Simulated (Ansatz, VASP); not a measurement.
# Zr: VASP beside Ansatz

INCAR

```
SYSTEM = Zr
PREC     = Accurate       ! precision mode
ENCUT    = 500            ! plane-wave cutoff, eV
EDIFF    = 1E-6           ! SCF threshold, eV
ISMEAR   = 0              ! smearing method
SIGMA    = 0.05           ! smearing width, eV
LREAL    = .False.        ! projectors in reciprocal space
LASPH    = .True.         ! aspherical terms in the spheres
NELM     = 120            ! most SCF steps
ALGO     = Normal         ! electronic algorithm
ISIF     = 2              ! what is computed and relaxed
LWAVE    = .False.        ! write WAVECAR
LCHARG   = .False.        ! write CHGCAR
GGA      = PE             ! functional
NBANDS   = 12             ! bands
GGA_COMPAT= .False.
```

File KPOINTS:

```
regular mesh
0
Gamma
  8 8 8
  0 0 0
```

File POSCAR:

```
Zr
1.0
    0.0000000000      2.2617824490      2.2617824490
    2.2617824490      0.0000000000      2.2617824490
    2.2617824490      2.2617824490      0.0000000000
Zr
1
Direct
    0.0000000000      0.0000000000      0.0000000000
```

Input for Ansatz:

```yaml
crystal:
  lattice:
    - [0.0, 2.261782449, 2.261782449]
    - [2.261782449, 0.0, 2.261782449]
    - [2.261782449, 2.261782449, 0.0]
  atoms:
    - { symbol: Zr, position: [0.0, 0.0, 0.0] }
basis:
  ecutwfc: 600
  ecutrho_ratio: 5
kpoints:
  mp_grid: { grid: [8, 8, 8] }
hamiltonian:
  xc: pbe
scf:
  occupations: { method: gaussian, width: 0.05 }
output:
  forces: true
  stress: true
  eigenvalues: true
```

Alike in both runs: task single point; functional PBE; k mesh 8 × 8 × 8; occupations gaussian, width 0.05 eV; no spin polarisation.

|  | VASP | Ansatz |
| --- | --- | --- |
| version | VASP 6.6.1 | Ansatz 0.2.0 |
| potentials or method | VASP PAW PBE potentials, release 64 (Zr_sv), cutoff 500 eV | scalar-relativistic, plane waves, PAW |
| valence electrons in the cell | 12 | 12 |

```csv
,VASP,Ansatz,Ansatz less VASP
gap on the k mesh at the Fermi level (eV),none,none,-
pressure (GPa),-0.2,-0.3,-0.04
```

A gap of «none» marks a metal or a gap that the smearing closes.
